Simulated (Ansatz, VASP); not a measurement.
Pd: VASP beside Ansatz

```
CELL_PARAMETERS angstrom
0.00000 1.95865 1.95865
1.95865 0.00000 1.95865
1.95865 1.95865 0.00000
ATOMIC_POSITIONS crystal
Pd 0.00000 0.00000 0.00000
```

Alike in both runs: task single point; functional r2SCAN; k mesh 8 × 8 × 8; occupations gaussian, width 0.1 eV; no spin polarisation.

```csv
,VASP,Ansatz
version,VASP 6.6.1,Ansatz 0.2.0
potentials or method,"VASP PAW PBE potentials, release 64 (Pd), cutoff 520 eV","scalar-relativistic, plane waves, PAW"
valence electrons in the cell,10,18
```

```tsv
	VASP	Ansatz	Ansatz less VASP
gap on the k mesh at the Fermi level (eV)	none	none	-
pressure (GPa)	0.1	-0.2	-0.28
```

VASP's potentials were made for PBE, not for r2SCAN. A gap of «none» marks a metal or a gap that the smearing closes. With one functional, cell and mesh, what is left measures potentials, basis and numerics. VASP's potentials hold 10 valence electrons a cell and Ansatz's 18, so a difference there can come from the potentials and not from the codes.
